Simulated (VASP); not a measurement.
Au: density of states with PBE

The system is Au.

```
CELL_PARAMETERS angstrom
0.00000 2.04550 2.04550
2.04550 0.00000 2.04550
2.04550 2.04550 0.00000
ATOMIC_POSITIONS crystal
Au 0.00000 0.00000 0.00000
```

```yaml
Program: VASP 6.6.1
Task: density of states
Functional: PBE
Potentials_or_basis: VASP PAW PBE potentials, release 64 (Au)
Cutoff: 520 eV
k_mesh: 14 × 14 × 14
Occupations: fermi-dirac, width 0.08 eV
Spin: no spin polarisation
Dipole_correction: no
k_mesh_for_the_DOS: 21 × 21 × 21
Occupations_for_the_DOS: tetrahedron
Further_INCAR_settings: ALGO = Normal; EDIFF = 1e-06; NBANDS = 12
```

- Valence electrons inside the program's atomic spheres: Au 9.65

Levels at points of the mesh, in eV from the Fermi level:
| k point | band 4 | band 5 | band 6 | band 7 | band 8 | band 9 |
| --- | --- | --- | --- | --- | --- | --- |
| (0.00, 0.00, 0.00) | -4.71 | -3.21 | -3.21 | 14.49 | 18.46 | 18.46 |

It took 61 s on 1 thread of Intel Xeon 8259CL, with other jobs on the host, peak memory 0.18 GiB.

Caveat: spin-orbit coupling is left out, which moves the levels of the heavy elements.
